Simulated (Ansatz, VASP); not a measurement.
**One calculation of Sr2Be, two programs**

The input INCAR:

```
PREC = Accurate
ENCUT = 600
EDIFF = 1E-6
ISMEAR = 0
SIGMA = 0.1
LREAL = False
LASPH = True
NELM = 120
ALGO = Normal
ISIF = 2
LWAVE = False
LCHARG = True
GGA = PE
LELF = True
LVHAR = True
NBANDS = 31
GGA_COMPAT = False
```

The input KPOINTS:

```
Automatic mesh
0
Gamma
  4 4 4
```

File POSCAR:

```
Sr2Be
1.0
   -3.5384713088      3.5384713088      2.9454276121
    3.5384713088     -3.5384713088      2.9454276121
    3.5384713088      3.5384713088     -2.9454276121
Sr Be
4 2
Direct
    0.6670000000      0.1670000000      0.8340000000
    0.1670000000      0.3330000000      0.5000000000
    0.3330000000      0.8330000000      0.1660000000
    0.8330000000      0.6670000000      0.5000000000
    0.2500000000      0.2500000000      0.0000000000
    0.7500000000      0.7500000000      0.0000000000
```

Input for Ansatz:

```yaml
crystal:
  lattice:
    - [-3.5384713088, 3.5384713088, 2.9454276121]
    - [3.5384713088, -3.5384713088, 2.9454276121]
    - [3.5384713088, 3.5384713088, -2.9454276121]
  atoms:
    - { symbol: Sr, position: [0.667, 0.167, 0.834] }
    - { symbol: Sr, position: [0.167, 0.333, 0.5] }
    - { symbol: Sr, position: [0.333, 0.833, 0.166] }
    - { symbol: Sr, position: [0.833, 0.667, 0.5] }
    - { symbol: Be, position: [0.25, 0.25, 0.0] }
    - { symbol: Be, position: [0.75, 0.75, 0.0] }
basis:
  ecutwfc: 420
kpoints:
  mp_grid: { grid: [4, 4, 4] }
hamiltonian:
  xc: pbe
scf:
  occupations: { method: gaussian, width: 0.1 }
  lower_state_search: "off"
output:
  forces: true
  stress: true
  eigenvalues: true
```

Alike in both runs: task single point; functional PBE; k mesh 4 × 4 × 4; occupations gaussian, width 0.1 eV; no spin polarisation.

```csv
,VASP,Ansatz
version,VASP 6.6.1,Ansatz 0.2.0
potentials or method,"VASP PAW PBE potentials, release 64 (Sr_sv, Be), cutoff 600 eV","scalar-relativistic, plane waves, PAW"
valence electrons in the cell,44,44
```

|  | VASP | Ansatz | Ansatz less VASP |
| --- | --- | --- | --- |
| gap on the k mesh at the Fermi level (eV) | none | none | - |
| pressure (GPa) | 12.7 | 12.6 | -0.14 |
| traceless stress, the component that is largest in VASP (GPa) | 0.12 | 0.13 | +0.010 |
| rms of the force components (eV/Å) | 0.256 | 0.258 | +0.0020 |

Atom by atom the forces differ by 0.002 eV/Å (rms over components). A gap of «none» marks a metal or a gap that the smearing closes. The functional is the same, so the differences come from potentials, cutoffs and numerics.
